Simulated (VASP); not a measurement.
KI, 2 atoms in the cell. Symmetry: Pm-3m, No. 221, cubic system. Conventional cell: a = 4.291 Å, b = 4.291 Å, c = 4.291 Å, α = 90.00°, β = 90.00°, γ = 90.00°. I (site symmetry m-3m) has 8 K at 3.72 Å and 6 I at 4.29 Å within 4.9 Å. K (site symmetry m-3m) has 8 I at 3.72 Å and 6 K at 4.29 Å within 4.9 Å. 

| Property | Result |
| --- | --- |
| Program | VASP 6.6.1 |
| Task | single point |
| Functional | PBE-based screened hybrid with 30 % exact exchange |
| Potentials or basis | VASP PAW PBE potentials, release 64 (I, K_sv) |
| Cutoff | 520 eV |
| k mesh | 3 × 3 × 3 |
| Occupations | fermi-dirac, width 0.05 eV |
| Spin | no spin polarisation |
| Dipole correction | no |
| Grid for exact exchange (PRECFOCK) | Normal |
| Share of exact exchange | 0.3 |
| Further INCAR settings | ALGO = Normal; EDIFF = 1e-06; NBANDS = 15 |
| Screening parameter | 0.2 1/Å |

Potentials or basis: VASP PAW PBE potentials, release 64 (I, K_sv).

Command:

```sh
$ cat potpaw_PBE.64/I/POTCAR potpaw_PBE.64/K_sv/POTCAR > POTCAR
$ cp INCAR.step1 INCAR
$ mpirun -np 1 vasp_std > vasp.out
$ cp INCAR.step2 INCAR
$ mpirun -np 1 vasp_std > vasp.out
```

Hardware: 1 thread of Intel(R) Xeon(R) Platinum 8488C (Sapphire Rapids), with other jobs on the host.

Estimate the wall time of this run.

Run time: 55 s on 1 thread of Intel(R) Xeon(R) Platinum 8488C (Sapphire Rapids) (shared host), peak memory 0.28 GiB. Counts: k points 4.
